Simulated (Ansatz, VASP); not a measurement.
HfNb2F: VASP beside Ansatz

```
Hf Nb F
1.0
     4.55069    0.00000    0.00000
    -2.27534    3.94101    0.00000
     0.00000    0.00000    6.84630
Hf Nb F
2 4 2
Direct
  0.00000 0.00000 0.32035
  0.00000 0.00000 0.67965
  0.50000 0.00000 0.00000
  0.00000 0.50000 0.00000
  0.50000 0.50000 0.00000
  0.00000 0.00000 0.00000
  0.33333 0.66667 0.00000
  0.66667 0.33333 0.00000
```

Alike in both runs: task single point; functional PBE; k mesh 6 × 6 × 4; occupations gaussian, width 0.1 eV; no spin polarisation.

```csv
,VASP,Ansatz
version,VASP 6.6.1,Ansatz 0.2.0
potentials or method,"VASP PAW PBE potentials, release 64 (Hf_pv, Nb_sv, F), cutoff 520 eV","scalar-relativistic, plane waves, PAW"
valence electrons in the cell,86,118
```

|  | VASP | Ansatz | Ansatz less VASP |
| --- | --- | --- | --- |
| gap on the k mesh at the Fermi level (eV) | none | none | - |
| rms of the force components (eV/Å) | 1.479 | 1.471 | -0.0075 |

Atom by atom the forces differ by 0.007 eV/Å (rms over components). A gap of «none» marks a metal or a gap that the smearing closes. VASP's potentials hold 86 valence electrons a cell and Ansatz's 118, so a difference there can come from the potentials and not from the codes.

Neither program's run includes spin-orbit coupling.
